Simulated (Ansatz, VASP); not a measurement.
# CdTe in VASP and in Ansatz

INCAR

```
ALGO = Normal ; EDIFF = 1E-7
ENCUT = 520 ; GGA = PS
GGA_COMPAT = F ; ISIF = 2
ISMEAR = -1 ; LASPH = T
LCHARG = F ; LORBIT = 11
LORBMOM = T ; LREAL = F
LSORBIT = T ; LWAVE = F
MAGMOM = 0 0 0 0 0 0 ; NBANDS = 30
NELM = 150 ; PREC = Accurate
SIGMA = 0.05
```

Contents of KPOINTS:

```
k-points
0
Gamma
  7 7 7
```

The input POSCAR:

```
CdTe
1.0
    0.0000000000      3.1395734784      3.1395734784
    3.1395734784      0.0000000000      3.1395734784
    3.1395734784      3.1395734784      0.0000000000
Te Cd
1 1
Direct
    0.7500000000      0.7500000000      0.7500000000
    0.0000000000      0.0000000000      0.0000000000
```

The input input.yaml:

```yaml
crystal:
  lattice:
    - [0.0, 3.1395734784, 3.1395734784]
    - [3.1395734784, 0.0, 3.1395734784]
    - [3.1395734784, 3.1395734784, 0.0]
  atoms:
    - { symbol: Te, position: [0.75, 0.75, 0.75] }
    - { symbol: Cd, position: [0.0, 0.0, 0.0] }
hamiltonian:
  xc: pbesol
  pseudopotentials: { kind: paw_fr }
magnetization:
  noncollinear: true
  spin_orbit: true
kpoints:
  mp_grid: { grid: [7, 7, 7] }
scf:
  occupations: { method: fermi_dirac, width: 0.05 }
output:
  forces: true
  stress: true
  eigenvalues: true
```

Alike in both runs: task single point; functional PBEsol; k mesh 7 × 7 × 7; occupations fermi-dirac, width 0.05 eV; non-collinear spin, spin-orbit coupling.

|  | VASP | Ansatz |
| --- | --- | --- |
| version | VASP 6.6.1 | Ansatz 0.2.0 |
| potentials or method | VASP PAW PBE potentials, release 64 (Te, Cd) | Ansatz PAW |
| plane-wave cutoff (eV) | 520 | 420 |
| valence electrons in the cell | 18 | 36 |

VASP gave:

- pressure (GPa): 5.4
- net moment per atom (μB): 0.00

Problem. Which values does Ansatz return?

Solution. Pressure (GPa): 5.2; net moment per atom (μB): 0.00.

VASP's potentials were made for PBE, not for PBEsol. VASP's potentials hold 18 valence electrons a cell and Ansatz's 36, so a difference there can come from the potentials and not from the codes.

Noted on Ansatz's run: odd divisions of the mesh miss points on the zone boundary, where band edges often lie, so the gap on the mesh can be too wide.
